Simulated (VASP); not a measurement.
# C (Cmme) in VASP: single point with PBE

Aim: the single point of C with PBE.

Everything below comes from runs of VASP 6.6.1. Logs are shortened: lines on timing, memory, paths and dates and some standing lists are left out, and cuts for length are marked.

## (1) The cell of the first run

Symmetry: Cmme, No. 67, orthorhombic system. Conventional cell: a = 2.582 Å, b = 4.571 Å, c = 8.707 Å, α = 90.00°, β = 90.00°, γ = 90.00°. Within 2.0 Å of C (site symmetry m) lie 3 C at 1.50 to 1.52 Å.

## (2) Single point, PBE (normal strain along x +0.0467, normal strain along y +0.0700)

INCAR

```
PREC     = Accurate       # precision mode
ENCUT    = 520            # plane-wave cutoff, eV
EDIFF    = 1E-6           # SCF threshold, eV
ISMEAR   = 0              # smearing method
SIGMA    = 0.15           # smearing width, eV
LREAL    = F              # projectors in reciprocal space
LASPH    = T              # aspherical terms in the spheres
NELM     = 80             # most SCF steps
ALGO     = Normal         # electronic algorithm
ISIF     = 2              # what is computed and relaxed
LWAVE    = F              # write WAVECAR
LCHARG   = F              # write CHGCAR
GGA      = PE             # functional
NBANDS   = 16             # bands
```

KPOINTS

```
Automatic mesh
0
Gamma
  18 18 6
```

POSCAR

```
C
1.0
    1.2908711330     -2.2855675599      0.0000000000
    1.2908711330      2.2855675599      0.0000000000
    0.0000000000      0.0000000000      8.7070207245
C
4
Direct
    0.0833329406      0.9166670594      0.7503043452
    0.5833329406      0.4166670594      0.2496956548
    0.9166670594      0.0833329406      0.2496956548
    0.4166670594      0.5833329406      0.7503043452
```

Potentials or basis: VASP PAW PBE potentials, release 64 (C).

On the command line:

```bash
$ cat potpaw_PBE.64/C/POTCAR > POTCAR
$ mpirun -np 1 vasp_std > vasp.out
```

OUTCAR:

```text
PREC = Accurate
   ENCUT = 520
   EDIFF = 1E-6
   ISMEAR = 0
   LREAL = F
   LASPH = T
   NELM = 80
   ISIF = 2
   GGA = PE

 ion  position               nearest neighbor table
   1  0.083  0.917  0.750-   4 1.50   4 1.50   4 1.52
   2  0.583  0.417  0.250-   3 1.50   3 1.50   3 1.52
   3  0.917  0.083  0.250-   2 1.50   2 1.50   2 1.52
   4  0.417  0.583  0.750-   1 1.50   1 1.50   1 1.52

  LATTYP: Found a base centered orthorhombic cell.
 ALAT       =     2.5817422660
 B/A-ratio  =     1.7705621432
 C/A-ratio  =     3.3725367707

  Lattice vectors:

 A1 = (   1.2908711330,  -2.2855675599,   0.0000000000)
 A2 = (   1.2908711330,   2.2855675599,   0.0000000000)
 A3 = (   0.0000000000,   0.0000000000,   8.7070207245)

Analysis of symmetry for initial positions (statically):
=====================================================================
 Subroutine PRICEL returns:
 Original cell was already a primitive cell.

 Routine SETGRP: Setting up the symmetry group for a
 base centered orthorhombic supercell.

 Subroutine GETGRP returns: Found  8 space group operations
 (whereof  4 operations were pure point group operations)
 out of a pool of  8 trial point group operations.

The static configuration has the point symmetry C_2h.
 The point group associated with its full space group is D_2h.

Analysis of symmetry for dynamics (positions and initial velocities):
=====================================================================
 Subroutine PRICEL returns:
 Original cell was already a primitive cell.

 Routine SETGRP: Setting up the symmetry group for a
 base centered orthorhombic supercell.

 Subroutine GETGRP returns: Found  8 space group operations
 (whereof  4 operations were pure point group operations)
 out of a pool of  8 trial point group operations.

The dynamic configuration has the point symmetry C_2h.
 The point group associated with its full space group is D_2h.

 Subroutine INISYM returns: Found  8 space group operations
 (whereof  4 operations are pure point group operations),
 and found     1 'primitive' translations

----------------------------------------------------------------------------------------

                                     Primitive cell

  volume of cell :      51.3779

  direct lattice vectors                    reciprocal lattice vectors
     1.290871133 -2.285567560  0.000000000     0.387335333 -0.218764043  0.000000000
     1.290871133  2.285567560  0.000000000     0.387335333  0.218764043  0.000000000
     0.000000000  0.000000000  8.707020724     0.000000000  0.000000000  0.114849847

  length of vectors
     2.624912828  2.624912828  8.707020724     0.444844205  0.444844205  0.114849847

  position of ions in fractional coordinates (direct lattice)
     0.083332941  0.916667059  0.750304345
     0.583332941  0.416667059  0.249695655
     0.916667059  0.083332941  0.249695655
     0.416667059  0.583332941  0.750304345

  ion indices of the primitive-cell ions
   primitive index   ion index
                 1           1
                 2           2
                 3           3
                 4           4

----------------------------------------------------------------------------------------

 KPOINTS: Automatic mesh

Automatic generation of k-mesh.
 Grid dimensions read from file:
 generate k-points for:   18   18    6

 Generating k-lattice:

  Cartesian coordinates                     Fractional coordinates (reciprocal lattice)
     0.021518630 -0.012153558  0.000000000     0.055555556 -0.000000000  0.000000000
     0.021518630  0.012153558  0.000000000    -0.000000000  0.055555556  0.000000000
     0.000000000  0.000000000  0.019141641     0.000000000  0.000000000  0.166666667

  Length of vectors
     0.024713567  0.024713567  0.019141641

  Shift w.r.t. Gamma in fractional coordinates (k-lattice)
     0.000000000  0.000000000  0.000000000

 Subroutine IBZKPT returns following result:
 ===========================================

 Found    364 irreducible k-points:

 Following reciprocal coordinates:
            Coordinates               Weight
  0.000000  0.000000  0.000000      1.000000
  0.055556  0.000000  0.000000      4.000000
  0.111111  0.000000  0.000000      4.000000
  0.166667  0.000000  0.000000      4.000000
  0.222222  0.000000  0.000000      4.000000
  0.277778  0.000000  0.000000      4.000000
[... 16 lines left out ...]
 -0.277778  0.055556  0.000000      4.000000
 -0.222222  0.055556  0.000000      4.000000
 [... further k-points ...]
   k-points           NKPTS =    364   k-points in BZ     NKDIM =    364   number of bands    NBANDS=     16
   number of dos      NEDOS =    301   number of ions     NIONS =      4
   total plane-waves  NPLWV =  28000
   dimension x,y,z NGX =    20 NGY =   20 NGZ =   70
   dimension x,y,z NGXF=    40 NGYF=   40 NGZF=  140
   ions per type =               4
   NGX,Y,Z   is equivalent  to a cutoff of  12.67, 12.67, 13.37 a.u.
   NGXF,Y,Z  is equivalent  to a cutoff of  25.33, 25.33, 26.73 a.u.
 SYSTEM =  unknown system
   PREC   = accura    normal or accurate (medium, high low for compatibility)
   ISTART =      0    job   : 0-new  1-cont  2-samecut
   ICHARG =      2    charge: 1-file 2-atom 10-const
   ISPIN  =      1    spin polarized calculation?
   LNONCOLLINEAR =      F non collinear calculations
   LSORBIT =      F    spin-orbit coupling
   LASPH  =      T    aspherical Exc in radial PAW
   ENCUT  =  520.0 eV  38.22 Ry    6.18 a.u.   4.88  4.88 16.19*2*pi/ulx,y,z
   NELM   =     80;   NELMIN=  2; NELMDL= -5     # of ELM steps
   EDIFF  = 0.1E-05   stopping-criterion for ELM
   LREAL  =      F    real-space projection
   EDIFFG = 0.1E-04   stopping-criterion for IOM
   NSW    =      0    number of steps for IOM
   IBRION =     -1    ionic relax: 0-MD 1-quasi-New 2-CG
   NFREE  =      0    steps in history (QN), initial steepest desc. (CG)
   ISIF   =      2    stress and relaxation
   ISYM   =      2    0-nonsym 1-usesym 2-fastsym
   POTIM  = 0.5000    time-step for ionic-motion
   TEBEG  =    0.0;   TEEND  =   0.0 temperature during run
   PSTRESS=    0.0 pullay stress
   NELECT =      16.0000    total number of electrons
   NUPDOWN=      -1.0000    fix difference up-down
   EMIN   =  10.00;   EMAX   =-10.00  energy-range for DOS
   EFERMI =   0.00;   METHOD = LEGACY
   ISMEAR =     0;   SIGMA  =   0.15  broadening in eV -4-tet -1-fermi 0-gaus
   EFERMI_NEDOS =   21; number of points for ismear=-14 and -15
   IALGO  =     38    algorithm
   IMIX   =      4    mixing-type and parameters
     AMIX     =   0.40;   BMIX     =  1.00
     AMIX_MAG =   1.60;   BMIX_MAG =  1.00
  volume/ion in A,a.u.               =      12.84        86.68
  Fermi-wavevector in a.u.,A,eV,Ry     =   1.109658  2.096950 16.753423  1.231342
  Thomas-Fermi vector in A             =   2.246201
   LORBIT       =      0    0 simple, 1 ext, 2 COOP (PROOUT), +10 PAW based schemes
   GGA     = PE    functional components
   LHFCALC =     F    Hartree Fock is set to
   AEXX    =    0.0000 exact exchange contribution
   IVDW    =     0    specifies the selected vdW correction
   LEPSILON=     F    determine dielectric tensor
   LRPA    =     F    only Hartree local field effects (RPA)
 non-spin polarized calculation
 Gauss-broadening in eV      SIGMA  =   0.15
  energy-cutoff  :      520.00
  volume of cell :       51.38
 maximum number of plane-waves:      1411
   NGX =  9   NGY =  9   NGZ = 33

 number of electron      16.0000001 magnetization

 Free energy of the ion-electron system (eV)
  ---------------------------------------------------
  ext. energy  EPLUGINS =         0.00000000
  ---------------------------------------------------
  free energy    TOTEN  =       -36.10424873 eV

  energy without entropy =      -36.10311849  energy(sigma->0) =      -36.10368361

 E-fermi :   1.8040     XC(G=0):  -8.3207

 val. band max:        1.7914077223   @ k =   0.3333   0.3333   0.0000
 cond. band min:       1.8741186079   @ k =   0.3333   0.3333   0.0000
 fundamental gap:      0.0827108856
 Fermi energy:         1.8039969272

 k-point     1 :       0.0000    0.0000    0.0000
  band No.  band energies     occupation
      1     -16.4216      2.00000
      2     -16.3888      2.00000
      3      -4.9723      2.00000
      4      -4.5074      2.00000
      5      -1.3200      2.00000
      6      -1.3188      2.00000
[... 8 lines left out ...]
     15      10.7682      0.00000
     16      10.7855      0.00000

 k-point     2 :       0.0556    0.0000    0.0000
  band No.  band energies     occupation
      1     -16.3550      2.00000
      2     -16.3223      2.00000
      3      -4.8947      2.00000
      4      -4.4319      2.00000
      5      -1.5462      2.00000
      6      -1.5451      2.00000
[... 8 lines left out ...]
     15      10.9665      0.00000
     16      10.9862      0.00000

 k-point     3 :       0.1111    0.0000    0.0000
  band No.  band energies     occupation
      1     -16.1554      2.00000
      2     -16.1233      2.00000
      3      -4.6630      2.00000
      4      -4.2062      2.00000
      5      -2.3002      2.00000
      6      -2.2968      2.00000
[... 8 lines left out ...]
     15      10.5039      0.00000
     16      10.5334      0.00000

 k-point     4 :       0.1667    0.0000    0.0000
  band No.  band energies     occupation
      1     -15.8242      2.00000
      2     -15.7930      2.00000
      3      -4.2800      2.00000
      4      -3.8338      2.00000
      5      -3.3837      2.00000
      6      -3.3782      2.00000
[... 8 lines left out ...]
     15      11.0677      0.00000
     16      11.0683      0.00000
[... 324 lines left out ...]
 k-point    22 :      -0.3333    0.0556    0.0000
  band No.  band energies     occupation
      1     -14.4034      2.00000
      2     -14.3759      2.00000
      3      -6.6140      2.00000
      4      -6.6032      2.00000
      5      -3.7356      2.00000
      6      -3.7327      2.00000
[... 8 lines left out ...]
     15      14.2530      0.00000
     16      14.4764      0.00000

 k-point    23 :      -0.2778    0.0556    0.0000
  band No.  band energies     occupation
      1     -15.0483      2.00000
      2     -15.0191      2.00000
      3      -5.2949      2.00000
      4      -5.2868      2.00000
      5      -3.3937      2.00000
      6      -3.2747      2.00000
[... 8 lines left out ...]
     15      12.9621      0.00000
     16      13.0197      0.00000

 k-point    24 :      -0.2222    0.0556    0.0000
  band No.  band energies     occupation
      1     -15.5699      2.00000
      2     -15.5393      2.00000
      3      -4.0306      2.00000
      4      -4.0255      2.00000
      5      -3.9880      2.00000
      6      -3.5501      2.00000
[... 8 lines left out ...]
     15      11.6323      0.00000
     16      11.6553      0.00000

 [... further k-points ...]
[... 5 lines left out ...]
  --------------------------------------------------------------------------------------
  -------------------------------------------------------------------------------------
  Total      -11.5537263    -15.0992684     -0.0017536      0.0000000      0.0000000      0.0000000
  in kB     -360.2932553   -470.8580081     -0.0546858      0.0000000      0.0000000      0.0000000
  external PRESSURE =    -277.0686497 kB  Pullay stress =       0.0000000 kB

 VOLUME and BASIS-vectors are now :
 -----------------------------------------------------------------------------
  energy-cutoff  :      520.00
  volume of cell :       51.38
      direct lattice vectors                 reciprocal lattice vectors
     1.290871133 -2.285567560  0.000000000     0.387335333 -0.218764043  0.000000000
     1.290871133  2.285567560  0.000000000     0.387335333  0.218764043  0.000000000
     0.000000000  0.000000000  8.707020724     0.000000000  0.000000000  0.114849847

 POSITION                                       TOTAL-FORCE (eV/Angst)
 -----------------------------------------------------------------------------------
      1.29087      1.90464      6.53292         0.000000      0.061291     -0.000112
      1.29087     -0.38093      2.17411         0.000000      0.061291      0.000112
      1.29087     -1.90464      2.17411         0.000000     -0.061291      0.000112
      1.29087      0.38093      6.53292         0.000000     -0.061291     -0.000112
 -----------------------------------------------------------------------------------
    total drift:                                0.000000     -0.000000      0.000000

  FREE ENERGIE OF THE ION-ELECTRON SYSTEM (eV)
  ---------------------------------------------------
  free  energy   TOTEN  =       -36.1042487330 eV

  energy  without entropy=      -36.1031184909  energy(sigma->0) =      -36.10368361
```

Run time: 4.6 min. Hardware: 1 thread of Intel Xeon Platinum 8375C at 2.90GHz (Ice Lake), shared host; peak memory 0.32 GiB.

What came out:

```yaml
Free_energy: -36.1042 eV
Pressure: -27.7 GPa
Largest_force: 0.061 eV/Å
```

Forces in eV/Å, atoms in the order of the input:
```
C    0.000  0.061  0.000
C    0.000  0.061  0.000
C    0.000 -0.061  0.000
C    0.000 -0.061  0.000
```

Caveat: the cell differs from its parent crystal (normal strain along x +0.0467, normal strain along y +0.0700); the cell stands under tension; this functional lacks dispersion, which binds the layers, so the pressure and a relaxed spacing across them are unreliable.
